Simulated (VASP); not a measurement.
Runs of VASP 6.6.1 on CeO2. The structure is that of space group Fm-3m (No. 225), or close to it. The cells are those of the table. 

```csv
task,level,potentials or basis,cell,cutoff (eV),gap on the mesh (eV),pressure (GPa),moment (μB)
relaxation of cell and atoms,RPBE+D4,"VASP PAW PBE potentials, release 64 (Ce, O)","relaxed from a = 3.824 Å, angles 60.0°, 3 atoms",600,1.98,0.0,0.00
single point,LDA,"VASP PAW LDA potentials, release 64 (Ce, O)","a = 3.874 Å, angles 60.0°, 3 atoms",520,1.83,(b),0.00
single point,PBE exchange alone,"VASP PAW PBE potentials, release 64 (Ce, O)","a = 3.824 Å, angles 60.0°, 3 atoms",520,2.06,25.5,0.00
single point,r2SCAN,"VASP PAW PBE potentials, release 64 (Ce, O)","a = 3.899 Å, angles 60.0°, 3 atoms",520,2.08,-7.5,0.00
single point,LDA,"VASP PAW LDA potentials, release 64 (Ce, O)","a = 3.899 Å, angles 60.0°, 3 atoms",520,(a),-14.2,0.00
```

Alike in all rows: spin collinear, ferromagnetic start; k mesh 9 × 9 × 9; smearing fermi-dirac 0.05 eV.

Problem. Estimate the missing entries.

Solution. (a) 1.78; (b) -11.4.

Caveats: the magnetic or orbital state may not be the lowest; the moments typed at the start vanished in this run; spin-orbit coupling is left out, which moves the levels of the heavy elements; an odd mesh through Γ misses points on the zone boundary, where band edges can lie; the cell stands under tension (at least some runs); the PAW data sets were made with another functional, which shifts forces and pressure a little (at least some runs); the cell stands under pressure (at least some runs).

A k mesh can miss the band edges, and the runs leave out spin-orbit coupling on Ce.
